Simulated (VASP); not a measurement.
# InP (Fm-3m) in VASP: a series of runs

Runs on InP. Level: r2SCAN. Tasks: single point.

All numbers are computed with VASP 6.6.1; they aren't measurements. Logs are shortened: lines on timing, memory, paths and dates and some standing lists are left out, and cuts for length are marked.

### 1 The cell of the first run

The structure is cubic, space group Fm-3m (No. 225). Conventional cell: a = 5.421 Å, b = 5.421 Å, c = 5.421 Å, α = 90.00°, β = 90.00°, γ = 90.00°. In (site symmetry m-3m) has 6 P at 2.71 Å within 3.6 Å. Within 3.6 Å of P (site symmetry m-3m) lie 6 In at 2.71 Å.

### 2 Single point, r2SCAN (19.91 Å³/atom)

POSCAR

```
InP
1.0
    0.0000000000      2.7104853179      2.7104853179
    2.7104853179      0.0000000000      2.7104853179
    2.7104853179      2.7104853179      0.0000000000
In P
1 1
Direct
    0.0000000000      0.0000000000      0.0000000000
    0.5000000000      0.5000000000      0.5000000000
```

INCAR.step1

```
PREC     = Accurate       # precision mode
ENCUT    = 520            # plane-wave cutoff, eV
ISMEAR   = 0              # smearing method
SIGMA    = 0.05           # smearing width, eV
LREAL    = False          # projectors in reciprocal space
LASPH    = True           # aspherical terms in the spheres
NELM     = 60             # most SCF steps
NBANDS   = 16             # bands
GGA      = PE             # functional
ALGO     = Normal         # electronic algorithm
EDIFF    = 1E-4           # SCF threshold, eV
LWAVE    = True           # write WAVECAR
LCHARG   = False          # write CHGCAR
```

INCAR.step2

```
PREC     = Accurate       # precision mode
ENCUT    = 520            # plane-wave cutoff, eV
EDIFF    = 1E-7           # SCF threshold, eV
ISMEAR   = 0              # smearing method
SIGMA    = 0.05           # smearing width, eV
LREAL    = False          # projectors in reciprocal space
LASPH    = True           # aspherical terms in the spheres
NELM     = 60             # most SCF steps
ALGO     = Normal         # electronic algorithm
ISIF     = 2              # what is computed and relaxed
LWAVE    = False          # write WAVECAR
LCHARG   = True           # write CHGCAR
METAGGA  = R2SCAN         # meta-GGA
LMIXTAU  = True         
LELF     = True           # ELF
LVHAR    = True         
NBANDS   = 16             # bands
ISTART   = 1
```

KPOINTS

```
Automatic mesh
0
Gamma
  14 14 14
```

Potentials or basis: VASP PAW PBE potentials, release 64 (In_d, P).

Command:

```bash
> cat potpaw_PBE.64/In_d/POTCAR potpaw_PBE.64/P/POTCAR > POTCAR
> cp INCAR.step1 INCAR
> mpirun -np 1 vasp_std > vasp.out
> cp INCAR.step2 INCAR
> mpirun -np 1 vasp_std > vasp.out
```

OUTCAR:

```text
PREC = Accurate
   ENCUT = 520
   EDIFF = 1E-7
   ISMEAR = 0
   LREAL = False
   LASPH = True
   NELM = 60
   ISIF = 2
   METAGGA = R2SCAN
   ISTART = 1

 ion  position               nearest neighbor table
   1  0.000  0.000  0.000-   2 2.71   2 2.71   2 2.71   2 2.71   2 2.71   2 2.71
   2  0.500  0.500  0.500-   1 2.71   1 2.71   1 2.71   1 2.71   1 2.71   1 2.71

  LATTYP: Found a face centered cubic cell.
 ALAT       =     5.4209706358

  Lattice vectors:

 A1 = (   0.0000000000,   2.7104853179,   2.7104853179)
 A2 = (   2.7104853179,   0.0000000000,   2.7104853179)
 A3 = (   2.7104853179,   2.7104853179,   0.0000000000)

Analysis of symmetry for initial positions (statically):
=====================================================================
 Subroutine PRICEL returns:
 Original cell was already a primitive cell.

 Routine SETGRP: Setting up the symmetry group for a
 face centered cubic supercell.

 Subroutine GETGRP returns: Found 48 space group operations
 (whereof 48 operations were pure point group operations)
 out of a pool of 48 trial point group operations.

The static configuration has the point symmetry O_h .

Analysis of symmetry for dynamics (positions and initial velocities):
=====================================================================
 Subroutine PRICEL returns:
 Original cell was already a primitive cell.

 Routine SETGRP: Setting up the symmetry group for a
 face centered cubic supercell.

 Subroutine GETGRP returns: Found 48 space group operations
 (whereof 48 operations were pure point group operations)
 out of a pool of 48 trial point group operations.

The dynamic configuration has the point symmetry O_h .

 Subroutine INISYM returns: Found 48 space group operations
 (whereof 48 operations are pure point group operations),
 and found     1 'primitive' translations

----------------------------------------------------------------------------------------

                                     Primitive cell

  volume of cell :      39.8264

  direct lattice vectors                    reciprocal lattice vectors
     0.000000000  2.710485318  2.710485318    -0.184468810  0.184468810  0.184468810
     2.710485318  0.000000000  2.710485318     0.184468810 -0.184468810  0.184468810
     2.710485318  2.710485318  0.000000000     0.184468810  0.184468810 -0.184468810

  length of vectors
     3.833205097  3.833205097  3.833205097     0.319509351  0.319509351  0.319509351

  position of ions in fractional coordinates (direct lattice)
     0.000000000  0.000000000  0.000000000
     0.500000000  0.500000000  0.500000000

  ion indices of the primitive-cell ions
   primitive index   ion index
                 1           1
                 2           2

----------------------------------------------------------------------------------------

 KPOINTS: Automatic mesh

Automatic generation of k-mesh.
 Grid dimensions read from file:
 generate k-points for:   14   14   14

 Generating k-lattice:

  Cartesian coordinates                     Fractional coordinates (reciprocal lattice)
    -0.013176344  0.013176344  0.013176344     0.071428571  0.000000000  0.000000000
     0.013176344 -0.013176344  0.013176344     0.000000000  0.071428571  0.000000000
     0.013176344  0.013176344 -0.013176344     0.000000000  0.000000000  0.071428571

  Length of vectors
     0.022822096  0.022822096  0.022822096

  Shift w.r.t. Gamma in fractional coordinates (k-lattice)
     0.000000000  0.000000000  0.000000000

 Subroutine IBZKPT returns following result:
 ===========================================

 Found    104 irreducible k-points:

 Following reciprocal coordinates:
            Coordinates               Weight
  0.000000  0.000000  0.000000      1.000000
  0.071429  0.000000  0.000000      8.000000
  0.142857  0.000000  0.000000      8.000000
  0.214286  0.000000  0.000000      8.000000
  0.285714  0.000000  0.000000      8.000000
  0.357143  0.000000  0.000000      8.000000
[... 16 lines left out ...]
  0.214286  0.142857  0.000000     24.000000
  0.285714  0.142857  0.000000     24.000000
 [... further k-points ...]
   k-points           NKPTS =    104   k-points in BZ     NKDIM =    104   number of bands    NBANDS=     16
   number of dos      NEDOS =    301   number of ions     NIONS =      2
   total plane-waves  NPLWV =  27000
   dimension x,y,z NGX =    30 NGY =   30 NGZ =   30
   dimension x,y,z NGXF=    60 NGYF=   60 NGZF=   60
   ions per type =               1   1
   NGX,Y,Z   is equivalent  to a cutoff of  13.01, 13.01, 13.01 a.u.
   NGXF,Y,Z  is equivalent  to a cutoff of  26.02, 26.02, 26.02 a.u.
 SYSTEM =  unknown system
   PREC   = accura    normal or accurate (medium, high low for compatibility)
   ISTART =      1    job   : 0-new  1-cont  2-samecut
   ICHARG =      0    charge: 1-file 2-atom 10-const
   ISPIN  =      1    spin polarized calculation?
   LNONCOLLINEAR =      F non collinear calculations
   LSORBIT =      F    spin-orbit coupling
   LASPH  =      T    aspherical Exc in radial PAW
   ENCUT  =  520.0 eV  38.22 Ry    6.18 a.u.   7.13  7.13  7.13*2*pi/ulx,y,z
   NELM   =     60;   NELMIN=  2; NELMDL=  0     # of ELM steps
   EDIFF  = 0.1E-06   stopping-criterion for ELM
   LREAL  =      F    real-space projection
   EDIFFG = 0.1E-05   stopping-criterion for IOM
   NSW    =      0    number of steps for IOM
   IBRION =     -1    ionic relax: 0-MD 1-quasi-New 2-CG
   NFREE  =      0    steps in history (QN), initial steepest desc. (CG)
   ISIF   =      2    stress and relaxation
   ISYM   =      2    0-nonsym 1-usesym 2-fastsym
   POTIM  = 0.5000    time-step for ionic-motion
   TEBEG  =    0.0;   TEEND  =   0.0 temperature during run
   PSTRESS=    0.0 pullay stress
   NELECT =      18.0000    total number of electrons
   NUPDOWN=      -1.0000    fix difference up-down
   EMIN   =  10.00;   EMAX   =-10.00  energy-range for DOS
   EFERMI =   0.00;   METHOD = LEGACY
   ISMEAR =     0;   SIGMA  =   0.05  broadening in eV -4-tet -1-fermi 0-gaus
   EFERMI_NEDOS =   21; number of points for ismear=-14 and -15
   IALGO  =     38    algorithm
   IMIX   =      4    mixing-type and parameters
     AMIX     =   0.40;   BMIX     =  1.00
     AMIX_MAG =   1.60;   BMIX_MAG =  1.00
  volume/ion in A,a.u.               =      19.91       134.38
  Fermi-wavevector in a.u.,A,eV,Ry     =   1.256344  2.374146 21.475443  1.578401
  Thomas-Fermi vector in A             =   2.390057
   LORBIT       =      0    0 simple, 1 ext, 2 COOP (PROOUT), +10 PAW based schemes
   METAGGA = R2SCAN    functional components
   LHFCALC =     F    Hartree Fock is set to
   AEXX    =    0.0000 exact exchange contribution
   IVDW    =     0    specifies the selected vdW correction
   LEPSILON=     F    determine dielectric tensor
   LRPA    =     F    only Hartree local field effects (RPA)
 non-spin polarized calculation
 Gauss-broadening in eV      SIGMA  =   0.05
  energy-cutoff  :      520.00
  volume of cell :       39.83
 maximum number of plane-waves:      1090
 NGX is ok and might be reduce to    30
   NGX = 15   NGY = 15   NGZ = 15

 number of electron      17.9999992 magnetization

 Free energy of the ion-electron system (eV)
  ---------------------------------------------------
  ext. energy  EPLUGINS =         0.00000000
  ---------------------------------------------------
  free energy    TOTEN  =       -31.71323894 eV

  energy without entropy =      -31.71198094  energy(sigma->0) =      -31.71260994

 E-fermi :   7.7146     XC(G=0): -11.3331

 val. band max:        7.6806119606   @ k =  -0.3571   0.1429   0.0000
 cond. band min:       7.7179599517   @ k =  -0.1429   0.0714   0.0000
 fundamental gap:      0.0373479911
 Fermi energy:         7.7146005834

 k-point     1 :       0.0000    0.0000    0.0000
  band No.  band energies     occupation
      1      -7.1307      2.00000
      2      -7.1307      2.00000
      3      -7.0864      2.00000
      4      -7.0864      2.00000
      5      -7.0864      2.00000
      6      -5.2952      2.00000
[... 8 lines left out ...]
     15      17.2424      0.00000
     16      17.2424      0.00000

 k-point     2 :       0.0714    0.0000    0.0000
  band No.  band energies     occupation
      1      -7.1338      2.00000
      2      -7.1338      2.00000
      3      -7.0866      2.00000
      4      -7.0825      2.00000
      5      -7.0825      2.00000
      6      -5.2242      2.00000
[... 8 lines left out ...]
     15      16.4404      0.00000
     16      17.1950      0.00000

 k-point     3 :       0.1429    0.0000    0.0000
  band No.  band energies     occupation
      1      -7.1439      2.00000
      2      -7.1439      2.00000
      3      -7.0879      2.00000
      4      -7.0700      2.00000
      5      -7.0700      2.00000
      6      -5.0129      2.00000
[... 8 lines left out ...]
     15      16.1713      0.00000
     16      16.9825      0.00000

 k-point     4 :       0.2143    0.0000    0.0000
  band No.  band energies     occupation
      1      -7.1605      2.00000
      2      -7.1605      2.00000
      3      -7.0908      2.00000
      4      -7.0501      2.00000
      5      -7.0501      2.00000
      6      -4.6679      2.00000
[... 8 lines left out ...]
     15      16.6716      0.00000
     16      16.9294      0.00000
[... 324 lines left out ...]
 k-point    22 :       0.1429    0.1429    0.0000
  band No.  band energies     occupation
      1      -7.1838      2.00000
      2      -7.1196      2.00000
      3      -7.0990      2.00000
      4      -7.0620      2.00000
      5      -7.0620      2.00000
      6      -4.9014      2.00000
[... 8 lines left out ...]
     15      18.6088      0.00000
     16      18.6791      0.00000

 k-point    23 :       0.2143    0.1429    0.0000
  band No.  band energies     occupation
      1      -7.2151      2.00000
      2      -7.1210      2.00000
      3      -7.1029      2.00000
      4      -7.0501      2.00000
      5      -7.0453      2.00000
      6      -4.6302      2.00000
[... 8 lines left out ...]
     15      18.2284      0.00000
     16      18.8702      0.00000

 k-point    24 :       0.2857    0.1429    0.0000
  band No.  band energies     occupation
      1      -7.2442      2.00000
      2      -7.1332      2.00000
      3      -7.1026      2.00000
      4      -7.0387      2.00000
      5      -7.0223      2.00000
      6      -4.2312      2.00000
[... 8 lines left out ...]
     15      18.5537      0.00000
     16      18.9383      0.00000

 [... further k-points ...]
[... 5 lines left out ...]
  --------------------------------------------------------------------------------------
  -------------------------------------------------------------------------------------
  Total        0.9552303      0.9552303      0.9552303      0.0000000      0.0000000     -0.0000000
  in kB       38.4279736     38.4279736     38.4279736      0.0000000      0.0000000     -0.0000000
  external PRESSURE =      38.4279736 kB  Pullay stress =       0.0000000 kB

 VOLUME and BASIS-vectors are now :
 -----------------------------------------------------------------------------
  energy-cutoff  :      520.00
  volume of cell :       39.83
      direct lattice vectors                 reciprocal lattice vectors
     0.000000000  2.710485318  2.710485318    -0.184468810  0.184468810  0.184468810
     2.710485318  0.000000000  2.710485318     0.184468810 -0.184468810  0.184468810
     2.710485318  2.710485318  0.000000000     0.184468810  0.184468810 -0.184468810

 POSITION                                       TOTAL-FORCE (eV/Angst)
 -----------------------------------------------------------------------------------
      0.00000      0.00000      0.00000         0.000000      0.000000      0.000000
      2.71049      2.71049      2.71049        -0.000000     -0.000000     -0.000000
 -----------------------------------------------------------------------------------
    total drift:                               -0.000000      0.000000      0.000000

  FREE ENERGIE OF THE ION-ELECTRON SYSTEM (eV)
  ---------------------------------------------------
  free  energy   TOTEN  =       -31.7132389373 eV

  energy  without entropy=      -31.7119809385  energy(sigma->0) =      -31.71260994
```

Run time: 2.8 min. Hardware: 1 thread of Intel Xeon 6975P-C (Granite Rapids), shared host; peak memory 0.21 GiB.

What came out:

```yaml
Free_energy: -31.7132 eV
Pressure: 3.8 GPa
Band_gap_on_the_k_mesh: zero (bands 9 and 10 overlap by 2.58 eV)
```

Caveat: the cell stands under pressure; the PAW data sets were made with another functional, which shifts forces and pressure a little; spin-orbit coupling is left out, which moves the levels of the heavy elements.

### 3 Single point, r2SCAN (20.74 Å³/atom)

This run uses another cell than the first one, of 20.74 Å³/atom.

POSCAR

```
InP
1.0
    0.0000000000      2.7476198683      2.7476198683
    2.7476198683      0.0000000000      2.7476198683
    2.7476198683      2.7476198683      0.0000000000
In P
1 1
Direct
    0.0000000000      0.0000000000      0.0000000000
    0.5000000000      0.5000000000      0.5000000000
```

INCAR.step1

```
ALGO = Normal
EDIFF = 1E-4
ENCUT = 520
GGA = PE
ISMEAR = 0
LASPH = True
LCHARG = False
LREAL = False
LWAVE = True
NBANDS = 16
NELM = 80
PREC = Accurate
SIGMA = 0.05
```

INCAR.step2

```
ALGO = Normal
EDIFF = 1E-6
ENCUT = 520
ISIF = 2
ISMEAR = 0
ISTART = 1
LASPH = True
LCHARG = False
LMIXTAU = True
LREAL = False
LWAVE = False
METAGGA = R2SCAN
NBANDS = 16
NELM = 80
PREC = Accurate
SIGMA = 0.05
```

KPOINTS

```
k-points
0
Gamma
  14 14 14
```

Potentials or basis: VASP PAW PBE potentials, release 64 (In_d, P).

Command:

```bash
> cat potpaw_PBE.64/In_d/POTCAR potpaw_PBE.64/P/POTCAR > POTCAR
> cp INCAR.step1 INCAR
> mpirun -np 1 vasp_std > vasp.out
> cp INCAR.step2 INCAR
> mpirun -np 1 vasp_std > vasp.out
```

Wall time 2.4 min (1 thread of Intel Xeon 6975P-C (Granite Rapids), shared host); peak memory 0.21 GiB.

Results (log left out):

```
Free energy            : -31.7333 eV
Pressure               : 0.0 GPa
Band gap on the k mesh : zero (bands 9 and 10 overlap by 2.61 eV)
```

Levels at points of the mesh, in eV from the Fermi level:
| k point | band 7 | band 8 | band 9 | band 10 | band 11 | band 12 |
| --- | --- | --- | --- | --- | --- | --- |
| (0.00, 0.00, 0.00) | -0.32 | -0.32 | -0.32 | 1.24 | 7.55 | 7.55 |
| (0.50, 0.00, 0.00) | -6.91 | 0.15 | 0.15 | 2.98 | 3.72 | 3.72 |
| (0.50, 0.50, 0.00) | -5.23 | -2.50 | -2.50 | -2.29 | 4.18 | 10.85 |

Caveat: the PAW data sets were made with another functional, which shifts forces and pressure a little; spin-orbit coupling is left out, which moves the levels of the heavy elements.

### 4 Single point, r2SCAN (21.01 Å³/atom)

This run uses another cell than the first one, of 21.01 Å³/atom.

POSCAR

```
InP
1.0
    0.0000000000      2.7592506491      2.7592506491
    2.7592506491      0.0000000000      2.7592506491
    2.7592506491      2.7592506491      0.0000000000
In P
1 1
Direct
    0.0000000000      0.0000000000      0.0000000000
    0.5000000000      0.5000000000      0.5000000000
```

INCAR.step1

```
SYSTEM = InP
PREC     = Accurate       ! precision mode
ENCUT    = 520            ! plane-wave cutoff, eV
ISMEAR   = 0              ! smearing method
SIGMA    = 0.05           ! smearing width, eV
LREAL    = .FALSE.        ! projectors in reciprocal space
LASPH    = .TRUE.         ! aspherical terms in the spheres
NELM     = 100            ! most SCF steps
NBANDS   = 16             ! bands
GGA      = PE             ! functional
ALGO     = Normal         ! electronic algorithm
EDIFF    = 1E-4           ! SCF threshold, eV
LWAVE    = .TRUE.         ! write WAVECAR
LCHARG   = .FALSE.        ! write CHGCAR
```

INCAR.step2

```
SYSTEM = InP
PREC     = Accurate       ! precision mode
ENCUT    = 520            ! plane-wave cutoff, eV
EDIFF    = 1E-6           ! SCF threshold, eV
ISMEAR   = 0              ! smearing method
SIGMA    = 0.05           ! smearing width, eV
LREAL    = .FALSE.        ! projectors in reciprocal space
LASPH    = .TRUE.         ! aspherical terms in the spheres
NELM     = 100            ! most SCF steps
ALGO     = Normal         ! electronic algorithm
ISIF     = 2              ! what is computed and relaxed
LWAVE    = .FALSE.        ! write WAVECAR
LCHARG   = .FALSE.        ! write CHGCAR
METAGGA  = R2SCAN         ! meta-GGA
LMIXTAU  = .TRUE.       
NBANDS   = 16             ! bands
ISTART   = 1
```

KPOINTS

```
Automatic mesh
0
G
  14 14 14
  0 0 0
```

Command:

```bash
> cat potpaw_PBE.64/In_d/POTCAR potpaw_PBE.64/P/POTCAR > POTCAR
> cp INCAR.step1 INCAR
> mpirun -np 1 vasp_std > vasp.out
> cp INCAR.step2 INCAR
> mpirun -np 1 vasp_std > vasp.out
```

It took 2.2 min on 1 thread of Intel Xeon 6975P-C (Granite Rapids), shared host; peak memory 0.22 GiB.

The run converged. Its results:

| Quantity | Value |
| --- | --- |
| Free energy | -31.7319 eV |
| Pressure | -1.0 GPa |
| Band gap on the k mesh | zero (bands 9 and 10 overlap by 2.63 eV) |

Levels at points of the mesh, in eV from the Fermi level:
| k point | band 7 | band 8 | band 9 | band 10 | band 11 | band 12 |
| --- | --- | --- | --- | --- | --- | --- |
| (0.00, 0.00, 0.00) | -0.31 | -0.31 | -0.31 | 1.13 | 7.55 | 7.55 |
| (0.50, 0.00, 0.00) | -6.84 | 0.15 | 0.15 | 2.97 | 3.72 | 3.72 |
| (0.50, 0.50, 0.00) | -5.15 | -2.45 | -2.45 | -2.31 | 4.20 | 10.74 |

Caveat: the PAW data sets were made with another functional, which shifts forces and pressure a little; spin-orbit coupling is left out, which moves the levels of the heavy elements.

### 5 Summary

| cell | gap on the mesh (eV) | pressure (GPa) |
| --- | --- | --- |
| a = 3.833 Å, angles 60.0°, 2 atoms | none | 3.8 |
| a = 3.886 Å, angles 60.0°, 2 atoms | none | 0.0 |
| a = 3.902 Å, angles 60.0°, 2 atoms | none | -1.0 |

Alike in all rows: task single point; level r2SCAN; potentials or basis VASP PAW PBE potentials, release 64 (In_d, P); no spin polarisation; k mesh 14 × 14 × 14; cutoff (eV) 520; smearing gaussian 0.05 eV.

Caveats: the PAW data sets were made with another functional, which shifts forces and pressure a little; spin-orbit coupling is left out, which moves the levels of the heavy elements; the cell stands under pressure (at least some runs).

Total energies depend on the potentials used, so only differences within one code and one set of settings carry meaning.

The gap in the log of VASP goes by the Fermi energy; the results here count the filled bands.